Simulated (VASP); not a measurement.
Write the native input for VASP 6.6.1 that does the following.

* Task: single point
* Functional: r2SCAN
* Potentials or basis: VASP PAW PBE potentials, release 64 (Zn, O)
* Cutoff: 520 eV
* k mesh: 12 × 12 × 6
* Occupations: gaussian, width 0.05 eV
* Spin: no spin polarisation
* Dipole correction: no
* Further INCAR settings: ALGO = Normal; EDIFF = 1e-06; NBANDS = 26

The system is ZnO.

```xyz
4
Lattice="3.2494 0.0000 0.0000 -1.6247 2.8141 0.0000 0.0000 0.0000 5.2038" Properties=species:S:1:pos:R:3 pbc="T T T"
Zn    0.0000    1.8760    0.0000
Zn    1.6247    0.9380    2.6019
O     0.0000    1.8760    1.9134
O     1.6247    0.9380    4.5153
```

This cell differs from its parent crystal: all O atoms moved -0.075 Å, as atom 3 along Cartesian [0 0 1].

The input as run:

POSCAR

```
ZnO
1.0
    3.2493987239      0.0000000000      0.0000000000
   -1.6246993619      2.8140618419      0.0000000000
    0.0000000000      0.0000000000      5.2038000000
Zn O
2 2
Direct
    0.3333333333      0.6666666667      0.0000000000
    0.6666666667      0.3333333333      0.5000000000
    0.3333333333      0.6666666667      0.3676874553
    0.6666666667      0.3333333333      0.8676874553
```

INCAR.step1

```
ALGO     = Normal         # electronic algorithm
EDIFF    = 1E-4           # SCF threshold, eV
ENCUT    = 520            # plane-wave cutoff, eV
GGA      = PE             # functional
ISMEAR   = 0              # smearing method
LASPH    = T              # aspherical terms in the spheres
LCHARG   = F              # write CHGCAR
LREAL    = F              # projectors in reciprocal space
LWAVE    = T              # write WAVECAR
NBANDS   = 26             # bands
NELM     = 80             # most SCF steps
PREC     = Accurate       # precision mode
SIGMA    = 0.05           # smearing width, eV
```

INCAR.step2

```
ALGO     = Normal         # electronic algorithm
EDIFF    = 1E-6           # SCF threshold, eV
ENCUT    = 520            # plane-wave cutoff, eV
ISIF     = 2              # what is computed and relaxed
ISMEAR   = 0              # smearing method
ISTART   = 1            
LASPH    = T              # aspherical terms in the spheres
LCHARG   = F              # write CHGCAR
LMIXTAU  = T            
LREAL    = F              # projectors in reciprocal space
LWAVE    = F              # write WAVECAR
METAGGA  = R2SCAN         # meta-GGA
NBANDS   = 26             # bands
NELM     = 80             # most SCF steps
PREC     = Accurate       # precision mode
SIGMA    = 0.05           # smearing width, eV
```

KPOINTS

```
k-points
0
Gamma
  12 12 6
```

Potentials or basis: VASP PAW PBE potentials, release 64 (Zn, O).

Run with:

```sh
$ cat potpaw_PBE.64/Zn/POTCAR potpaw_PBE.64/O/POTCAR > POTCAR
$ cp INCAR.step1 INCAR
$ mpirun -np 1 vasp_std > vasp.out
$ cp INCAR.step2 INCAR
$ mpirun -np 1 vasp_std > vasp.out
```

Results of the run:

| Item | Value |
| --- | --- |
| Pressure | 0.4 GPa |
| Largest force | 0.601 eV/Å |
| Band gap on the k mesh | 1.25 eV |

Caveat: the cell differs from its parent crystal (all O atoms moved -0.075 Å, as atom 3 along Cartesian [0 0 1]); the PAW data sets were made with another functional, which shifts forces and pressure a little.

Run time: 2.6 min on 1 thread of Intel(R) Xeon(R) Platinum 8488C (Sapphire Rapids), on a shared host, peak memory 0.22 GiB.
